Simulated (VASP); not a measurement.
In: single point with BLYP

The system is In.

```
In
1.0
     3.56004    0.00000    0.00000
    -1.78002    3.08309    0.00000
     0.00000    0.00000    5.72130
In
2
Cartesian
  0.0000 2.0554 1.4303
  1.7800 1.0277 4.2910
```

This isn't the form of In at room conditions, which is tetragonal.

```yaml
Program: VASP 6.6.1
Task: single point
Functional: BLYP
Potentials_or_basis: VASP PAW PBE potentials, release 64 (In_d)
Cutoff: 520 eV
k_mesh: 12 × 12 × 6
Occupations: fermi-dirac, width 0.1 eV
Spin: no spin polarisation
```

```
Pressure               : 0.0 GPa
Band gap on the k mesh : zero (bands 13 and 14 overlap by 5.11 eV)
```

Levels at points of the mesh, in eV from the Fermi level:
```
           k point  band 10  band 11  band 12  band 13  band 14  band 15  band 16  band 17
(0.00, 0.00, 0.00)   -14.33    -8.38    -4.19    -2.47     6.78     6.78     8.44     8.44
(0.50, 0.00, 0.00)   -14.31    -4.72    -3.72    -0.28     0.50     1.01     2.97     3.46
(0.00, 0.00, 0.50)   -14.37    -7.17    -7.17     2.88     2.88     7.63     7.63     7.63
(0.50, 0.00, 0.50)   -14.32    -3.71    -3.71    -1.99    -1.99     4.76     4.76     5.30
```

Wall time 43 s on 1 thread of AMD EPYC 9R45 96-Core Processor (Zen 5), on a shared host, peak memory 0.2 GiB.

Caveat: the PAW data sets were made with another functional, which shifts forces and pressure a little; spin-orbit coupling is left out, which moves the levels of the heavy elements.
